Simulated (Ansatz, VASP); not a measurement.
## Two plane-wave programs on NbP2

```
Nb P
1.0
     0.00000    3.01606    3.01606
     3.01606    0.00000    3.01606
     3.01606    3.01606    0.00000
Nb P
1 2
Direct
  0.00000 0.00000 0.00000
  0.25000 0.25000 0.25000
  0.75000 0.75000 0.75000
```

Alike in both runs: functional r2SCAN; k mesh 14 × 14 × 14; occupations gaussian, width 0.1 eV; no spin polarisation.

Ansatz relaxed the structure, and its values are those at the end. VASP's run is a single point on that final structure, the one shown.

|  | VASP | Ansatz |
| --- | --- | --- |
| version | VASP 6.6.1 | Ansatz 0.2.0 |
| potentials or method | VASP PAW PBE potentials, release 64 (Nb_sv, P), cutoff 520 eV | scalar-relativistic, plane waves, PAW |
| valence electrons in the cell | 23 | 23 |

Ansatz gave:

| Quantity | Value |
| --- | --- |
| gap on the k mesh at the Fermi level (eV) | none |
| pressure (GPa) | 0.0 |

Question: What did VASP give for the same quantities?

Answer: gap on the k mesh at the Fermi level (eV): none; pressure (GPa): -0.2.

VASP's potentials were made for PBE, not for r2SCAN. A gap of «none» marks a metal or a gap that the smearing closes. The functional is the same, so the differences come from potentials, cutoffs and numerics.
